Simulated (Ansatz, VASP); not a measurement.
# One calculation of Al2Pt, two programs

INCAR

```
PREC     = Accurate       # precision mode
ENCUT    = 520            # plane-wave cutoff, eV
EDIFF    = 1E-6           # SCF threshold, eV
ISMEAR   = -1             # smearing method
SIGMA    = 0.05           # smearing width, eV
LREAL    = False          # projectors in reciprocal space
LASPH    = True           # aspherical terms in the spheres
NELM     = 150            # most SCF steps
ALGO     = Fast           # electronic algorithm
ISIF     = 2              # what is computed and relaxed
LWAVE    = False          # write WAVECAR
LCHARG   = False          # write CHGCAR
LNONCOLLINEAR= True           # non-collinear magnetism
MAGMOM   = 0 0 0 0 0 0 0 0 0 # initial moments
LORBIT   = 11             # projections on sites
LSORBIT  = True           # spin-orbit coupling
GGA_COMPAT= False        
LORBMOM  = True         
LMAXMIX  = 4              # l up to which the mixer works
GGA      = PS             # functional
NBANDS   = 29             # bands
```

The input KPOINTS:

```
regular mesh
0
Gamma
  6 6 6
```

Contents of POSCAR:

```
Al2Pt
1.0
    0.0000000000      2.9550000000      2.9550000000
    2.9550000000      0.0000000000      2.9550000000
    2.9550000000      2.9550000000      0.0000000000
Pt Al
1 2
Direct
    0.0000000000      0.0000000000      0.0000000000
    0.7500000000      0.7500000000      0.7500000000
    0.2500000000      0.2500000000      0.2500000000
```

input.yaml

```yaml
crystal:
  lattice:
    - [0.0, 2.955, 2.955]
    - [2.955, 0.0, 2.955]
    - [2.955, 2.955, 0.0]
  atoms:
    - { symbol: Pt, position: [0.0, 0.0, 0.0] }
    - { symbol: Al, position: [0.75, 0.75, 0.75] }
    - { symbol: Al, position: [0.25, 0.25, 0.25] }
kpoints:
  mp_grid: { grid: [6, 6, 6] }
  band_path:
    path:
      - [0.0, 0.0, 0.0]
      - [0.5, 0.0, 0.5]
      - [0.5, 0.25, 0.75]
      - [0.375, 0.375, 0.75]
      - [0.0, 0.0, 0.0]
      - [0.5, 0.5, 0.5]
      - [0.625, 0.25, 0.625]
      - [0.5, 0.25, 0.75]
    npoints: 8
scf:
  occupations: { method: fermi_dirac, width: 0.05 }
hamiltonian:
  xc: pbesol
  pseudopotentials: { kind: all_electron, lapw: { basis_error: 0.002 } }
magnetization:
  noncollinear: true
  spin_orbit: true
output:
  forces: true
  stress: true
  eigenvalues: true
```

Alike in both runs: functional PBEsol; k mesh 6 × 6 × 6; occupations fermi-dirac, width 0.05 eV; non-collinear spin, spin-orbit coupling.

|  | VASP | Ansatz |
| --- | --- | --- |
| version | VASP 6.6.1 | Ansatz 0.2.0 |
| potentials or method | VASP PAW PBE potentials, release 64 (Pt, Al), cutoff 520 eV | all-electron LAPW, relativistic spinors |
| task | single point | band structure |

```tsv
	VASP	Ansatz	Ansatz less VASP
pressure (GPa)	-1.4	-1.6	-0.18
net moment per atom (μB)	0.00	0.00	0.000
```

VASP's potentials were made for PBE, not for PBEsol. Ansatz ran all-electron here, and VASP with PAW potentials.

Noted on Ansatz's run: the k mesh is thin for a metal, which can move the energy by tens of meV per atom.
